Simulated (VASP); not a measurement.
# Al3As (I4/mmm) in VASP: relaxation of cell and atoms with PBE

Aim: the relaxation of cell and atoms of Al3As with PBE.

Program: VASP 6.6.1. These are calculated values, not measurements. Logs are shortened: lines on timing, memory, paths and dates and some standing lists are left out, and cuts for length are marked.

### Step 1. The cell of the first run

Symmetry: I4/mmm, No. 139, tetragonal system. Conventional cell: a = 3.910 Å, b = 3.910 Å, c = 9.179 Å, α = 90.00°, β = 90.00°, γ = 90.00°. Al (site symmetry 4/mmm) has 4 As at 2.76 Å and 8 Al at 3.01 Å within 3.6 Å. Al (site symmetry -4m2) has 8 Al at 2.76 to 3.01 Å and 4 As at 3.01 Å within 3.6 Å. As (site symmetry 4/mmm) has 12 Al at 2.76 to 3.01 Å within 3.6 Å.

### Step 2. Relaxation of cell and atoms, PBE

File INCAR:

```
PREC     = Accurate       # precision mode
ENCUT    = 600            # plane-wave cutoff, eV
EDIFF    = 1E-6           # SCF threshold, eV
ISMEAR   = 0              # smearing method
SIGMA    = 0.1            # smearing width, eV
LREAL    = F              # projectors in reciprocal space
LASPH    = T              # aspherical terms in the spheres
NELM     = 60             # most SCF steps
ALGO     = Fast           # electronic algorithm
ISIF     = 3              # what is computed and relaxed
LWAVE    = F              # write WAVECAR
LCHARG   = F              # write CHGCAR
GGA      = PE             # functional
IBRION   = 2              # ionic algorithm
NSW      = 100            # ionic steps
EDIFFG   = -0.01          # ionic threshold
```

File KPOINTS:

```
Automatic mesh
0
Gamma
  16 16 16
```

File POSCAR:

```
Al3As
1.0
   -1.9550604938      1.9550604938      4.5893087977
    1.9550604938     -1.9550604938      4.5893087977
    1.9550604938      1.9550604938     -4.5893087977
Al As
3 1
Direct
    0.5000000000      0.5000000000      0.0000000000
    0.2500000000      0.7500000000      0.5000000000
    0.7500000000      0.2500000000      0.5000000000
    0.0000000000      0.0000000000      0.0000000000
```

Potentials or basis: VASP PAW PBE potentials, release 64 (Al, As).

Command:

```
> cat potpaw_PBE.64/Al/POTCAR potpaw_PBE.64/As/POTCAR > POTCAR
> mpirun -np 1 vasp_std > vasp.out
```

OUTCAR:

```text
PREC = Accurate
   ENCUT = 600
   EDIFF = 1E-6
   ISMEAR = 0
   LREAL = F
   LASPH = T
   NELM = 60
   ISIF = 3
   GGA = PE
   IBRION = 2
   NSW = 100
   EDIFFG = -0.01

 ion  position               nearest neighbor table
   1  0.500  0.500  0.000-   4 2.76   4 2.76   4 2.76   4 2.76   3 3.01   2 3.01   3 3.01   3 3.01
                             2 3.01   2 3.01   3 3.01   2 3.01
   2  0.250  0.750  0.500-   3 2.76   3 2.76   3 2.76   3 2.76   4 3.01   1 3.01   4 3.01   1 3.01
                             4 3.01   4 3.01   1 3.01   1 3.01
   3  0.750  0.250  0.500-   2 2.76   2 2.76   2 2.76   2 2.76   4 3.01   1 3.01   4 3.01   4 3.01
                             1 3.01   1 3.01   4 3.01   1 3.01
   4  0.000  0.000  0.000-   1 2.76   1 2.76   1 2.76   1 2.76   3 3.01   2 3.01   3 3.01   2 3.01
                             3 3.01   3 3.01   2 3.01   2 3.01

  LATTYP: Found a body centered tetragonal cell.
 ALAT       =     3.9101209876
 C/A-ratio  =     2.3473998949

  Lattice vectors:

 A1 = (  -1.9550604938,   1.9550604938,   4.5893087977)
 A2 = (   1.9550604938,  -1.9550604938,   4.5893087977)
 A3 = (   1.9550604938,   1.9550604938,  -4.5893087977)

Analysis of symmetry for initial positions (statically):
=====================================================================
 Subroutine PRICEL returns:
 Original cell was already a primitive cell.

 Routine SETGRP: Setting up the symmetry group for a
 body centered tetragonal supercell.

 Subroutine GETGRP returns: Found 16 space group operations
 (whereof 16 operations were pure point group operations)
 out of a pool of 16 trial point group operations.

The static configuration has the point symmetry D_4h.

Analysis of symmetry for dynamics (positions and initial velocities):
=====================================================================
 Subroutine PRICEL returns:
 Original cell was already a primitive cell.

 Routine SETGRP: Setting up the symmetry group for a
 body centered tetragonal supercell.

 Subroutine GETGRP returns: Found 16 space group operations
 (whereof 16 operations were pure point group operations)
 out of a pool of 16 trial point group operations.

The dynamic configuration has the point symmetry D_4h.

 Subroutine INISYM returns: Found 16 space group operations
 (whereof 16 operations are pure point group operations),
 and found     1 'primitive' translations

----------------------------------------------------------------------------------------

                                     Primitive cell

  volume of cell :      70.1662

  direct lattice vectors                    reciprocal lattice vectors
    -1.955060494  1.955060494  4.589308798     0.000000000  0.255746562  0.108948868
     1.955060494 -1.955060494  4.589308798     0.255746562  0.000000000  0.108948868
     1.955060494  1.955060494 -4.589308798     0.255746562  0.255746562  0.000000000

  length of vectors
     5.357824027  5.357824027  5.357824027     0.277985899  0.277985899  0.361680257

  position of ions in fractional coordinates (direct lattice)
     0.500000000  0.500000000  0.000000000
     0.250000000  0.750000000  0.500000000
     0.750000000  0.250000000  0.500000000
     0.000000000  0.000000000  0.000000000

  ion indices of the primitive-cell ions
   primitive index   ion index
                 1           1
                 2           2
                 3           3
                 4           4

----------------------------------------------------------------------------------------

 KPOINTS: Automatic mesh

Automatic generation of k-mesh.
 Grid dimensions read from file:
 generate k-points for:   16   16   16

 Generating k-lattice:

  Cartesian coordinates                     Fractional coordinates (reciprocal lattice)
     0.000000000  0.015984160  0.006809304     0.062500000  0.000000000  0.000000000
     0.015984160  0.000000000  0.006809304     0.000000000  0.062500000  0.000000000
     0.015984160  0.015984160  0.000000000     0.000000000  0.000000000  0.062500000

  Length of vectors
     0.017374119  0.017374119  0.022605016

  Shift w.r.t. Gamma in fractional coordinates (k-lattice)
     0.000000000  0.000000000  0.000000000

 Subroutine IBZKPT returns following result:
 ===========================================

 Found    349 irreducible k-points:

 Following reciprocal coordinates:
            Coordinates               Weight
  0.000000  0.000000  0.000000      1.000000
  0.062500  0.000000 -0.000000      8.000000
  0.125000  0.000000 -0.000000      8.000000
  0.187500  0.000000  0.000000      8.000000
  0.250000  0.000000 -0.000000      8.000000
  0.312500  0.000000 -0.000000      8.000000
[... 16 lines left out ...]
 -0.125000  0.062500  0.000000     16.000000
 -0.062500  0.062500  0.000000      4.000000
 [... further k-points ...]
   k-points           NKPTS =    349   k-points in BZ     NKDIM =    349   number of bands    NBANDS=     11
   number of dos      NEDOS =    301   number of ions     NIONS =      4
   total plane-waves  NPLWV = 110592
   dimension x,y,z NGX =    48 NGY =   48 NGZ =   48
   dimension x,y,z NGXF=    96 NGYF=   96 NGZF=   96
   ions per type =               3   1
   NGX,Y,Z   is equivalent  to a cutoff of  14.89, 14.89, 14.89 a.u.
   NGXF,Y,Z  is equivalent  to a cutoff of  29.79, 29.79, 29.79 a.u.
 SYSTEM =  unknown system
   PREC   = accura    normal or accurate (medium, high low for compatibility)
   ISTART =      0    job   : 0-new  1-cont  2-samecut
   ICHARG =      2    charge: 1-file 2-atom 10-const
   ISPIN  =      1    spin polarized calculation?
   LNONCOLLINEAR =      F non collinear calculations
   LSORBIT =      F    spin-orbit coupling
   LASPH  =      T    aspherical Exc in radial PAW
   ENCUT  =  600.0 eV  44.10 Ry    6.64 a.u.  10.70 10.70 10.70*2*pi/ulx,y,z
   NELM   =     60;   NELMIN=  2; NELMDL= -5     # of ELM steps
   EDIFF  = 0.1E-05   stopping-criterion for ELM
   LREAL  =      F    real-space projection
   EDIFFG = -.1E-01   stopping-criterion for IOM
   NSW    =    100    number of steps for IOM
   IBRION =      2    ionic relax: 0-MD 1-quasi-New 2-CG
   NFREE  =      1    steps in history (QN), initial steepest desc. (CG)
   ISIF   =      3    stress and relaxation
   ISYM   =      2    0-nonsym 1-usesym 2-fastsym
   POTIM  = 0.5000    time-step for ionic-motion
   TEBEG  =    0.0;   TEEND  =   0.0 temperature during run
   PSTRESS=    0.0 pullay stress
   NELECT =      14.0000    total number of electrons
   NUPDOWN=      -1.0000    fix difference up-down
   EMIN   =  10.00;   EMAX   =-10.00  energy-range for DOS
   EFERMI =   0.00;   METHOD = LEGACY
   ISMEAR =     0;   SIGMA  =   0.10  broadening in eV -4-tet -1-fermi 0-gaus
   EFERMI_NEDOS =   21; number of points for ismear=-14 and -15
   IALGO  =     68    algorithm
   IMIX   =      4    mixing-type and parameters
     AMIX     =   0.40;   BMIX     =  1.00
     AMIX_MAG =   1.60;   BMIX_MAG =  1.00
  volume/ion in A,a.u.               =      17.54       118.38
  Fermi-wavevector in a.u.,A,eV,Ry     =   0.956625  1.807759 12.451112  0.915131
  Thomas-Fermi vector in A             =   2.085570
   LORBIT       =      0    0 simple, 1 ext, 2 COOP (PROOUT), +10 PAW based schemes
   GGA     = PE    functional components
   LHFCALC =     F    Hartree Fock is set to
   AEXX    =    0.0000 exact exchange contribution
   IVDW    =     0    specifies the selected vdW correction
   LEPSILON=     F    determine dielectric tensor
   LRPA    =     F    only Hartree local field effects (RPA)
 conjugate gradient relaxation of ions
 non-spin polarized calculation
 RMM-DIIS sequential band-by-band and
 Gauss-broadening in eV      SIGMA  =   0.10
  energy-cutoff  :      600.00
  volume of cell :       70.17
 maximum number of plane-waves:      2365
 NGX is ok and might be reduce to    48
   NGX = 21   NGY = 21   NGZ = 21

--------------------------------------- Ionic step        1  -------------------------------------------

 number of electron      14.0000000 magnetization

 Free energy of the ion-electron system (eV)
  ---------------------------------------------------
  ext. energy  EPLUGINS =         0.00000000
  ---------------------------------------------------
  free energy    TOTEN  =       -15.45653806 eV

  energy without entropy =      -15.44732028  energy(sigma->0) =      -15.45192917

------------------------ aborting loop because EDIFF is reached ----------------------------------------

  FORCE on cell =-STRESS in cart. coord.  units (eV):
  Direction    XX          YY          ZZ          XY          YZ          ZX
  --------------------------------------------------------------------------------------
  -------------------------------------------------------------------------------------
  Total        0.1922528      0.1922528     -0.0868354      0.0000000      0.0000000      0.0000000
  in kB        4.3899096      4.3899096     -1.9828042      0.0000000      0.0000000      0.0000000
  external PRESSURE =       2.2656717 kB  Pullay stress =       0.0000000 kB
[... 95 lines left out ...]
  FREE ENERGIE OF THE ION-ELECTRON SYSTEM (eV)
  ---------------------------------------------------
  free  energy   TOTEN  =       -15.4574071930 eV

  energy  without entropy=      -15.4472981480  energy(sigma->0) =      -15.45235267

[... ionic steps 4 to 8 ...]

--------------------------------------- Ionic step        9  -------------------------------------------

 number of electron      14.0000000 magnetization

------------------------ aborting loop because EDIFF is reached ----------------------------------------
[... 71 lines left out ...]
--------------------------------------- Ionic step       11  -------------------------------------------

 number of electron      14.0000000 magnetization

 Free energy of the ion-electron system (eV)
  ---------------------------------------------------
  ext. energy  EPLUGINS =         0.00000000
  ---------------------------------------------------
  free energy    TOTEN  =       -15.48446904 eV

  energy without entropy =      -15.47566490  energy(sigma->0) =      -15.48006697

 E-fermi :   7.5631     XC(G=0): -10.2782

 val. band max:        7.5627098107   @ k =   0.4375   0.4375   0.0625
 cond. band min:       7.5756202172   @ k =   0.3750   0.1250   0.0625
 fundamental gap:      0.0129104065
 Fermi energy:         7.5630924024

 k-point     1 :       0.0000    0.0000    0.0000
  band No.  band energies     occupation
      1      -5.6108      2.00000
      2       1.9418      2.00000
      3       3.1032      2.00000
      4       4.7049      2.00000
      5       4.7049      2.00000
      6       6.3795      2.00000
      7       6.7889      2.00000
      8       6.7889      2.00000
      9       7.0523      2.00000
     10       7.9080      0.00000
     11       8.3670      0.00000
[... 309 lines left out ...]
 k-point    24 :      -0.0625    0.0625    0.0000
  band No.  band energies     occupation
      1      -5.5556      2.00000
      2       1.8120      2.00000
      3       3.1450      2.00000
      4       4.4491      2.00000
      5       4.6470      2.00000
      6       5.9812      2.00000
      7       6.3142      2.00000
      8       6.7587      2.00000
      9       8.0050      0.00000
     10       8.2808      0.00000
     11       8.9609      0.00000

 [... further k-points ...]

------------------------ aborting loop because EDIFF is reached ----------------------------------------

  FORCE on cell =-STRESS in cart. coord.  units (eV):
  Direction    XX          YY          ZZ          XY          YZ          ZX
  --------------------------------------------------------------------------------------
  -------------------------------------------------------------------------------------
  Total       -0.0187634     -0.0187634      0.0288244      0.0000000     -0.0000000      0.0000000
  in kB       -0.4305843     -0.4305843      0.6614649      0.0000000     -0.0000000      0.0000000
  external PRESSURE =      -0.0665679 kB  Pullay stress =       0.0000000 kB
[... 19 lines left out ...]
  FREE ENERGIE OF THE ION-ELECTRON SYSTEM (eV)
  ---------------------------------------------------
  free  energy   TOTEN  =       -15.4844690369 eV

  energy  without entropy=      -15.4756649026  energy(sigma->0) =      -15.48006697

 reached required accuracy - stopping structural energy minimisation
```

Run time: 23 min. Hardware: 1 thread of Intel Xeon 6975P-C (Granite Rapids), shared host; peak memory 0.62 GiB.

Results:

```yaml
Free_energy: -15.4845 eV
Relaxed_volume: 17.45 Å³/atom
Relaxed_cell: a = 5.111 Å, b = 5.111 Å, c = 5.111 Å, α = 133.13°, β = 133.13°, γ = 68.44°
Space_group_after_relaxing_to_0.1_Å: I4/mmm (No. 139)
Energy_gained_by_relaxing: 7.0 meV/atom
Ionic_steps: 11
Pressure_after_relaxing: 0.0 GPa
Band_gap_on_the_k_mesh: zero (bands 7 and 8 overlap by 4.36 eV)
```

Stress tensor (GPa, compression positive):
```
-0.04  0.00  0.00
 0.00 -0.04  0.00
 0.00  0.00  0.07
```

Step by step:
```
step  energy change (eV)  largest force (eV/Å)  pressure (GPa)  volume (Å³)
   1              0.0000                0.0000            0.23        70.17
   2             -0.0007                0.0000           -0.06        70.42
   3             -0.0009                0.0000           -0.41        70.74
   4             -0.0013                0.0000           -0.43        70.73
   5             -0.0027                0.0000           -0.49        70.72
   6             -0.0073                0.0000           -0.57        70.68
   7             -0.0180                0.0000           -0.62        70.58
   8             -0.0271                0.0000           -0.44        70.23
   9             -0.0273                0.0000           -0.46        70.28
  10             -0.0250                0.0000            1.00        68.85
  11             -0.0279                0.0000           -0.01        69.82
```

Final structure:
```yaml
crystal:
  lattice:
    - [-2.03235, 2.03235, 4.22577]
    - [2.03235, -2.03235, 4.22577]
    - [2.03235, 2.03235, -4.22577]
  atoms:
    - { symbol: Al, position: [0.50000, 0.50000, 0.00000] }
    - { symbol: Al, position: [0.25000, 0.75000, 0.50000] }
    - { symbol: Al, position: [0.75000, 0.25000, 0.50000] }
    - { symbol: As, position: [0.00000, 0.00000, 0.00000] }
```
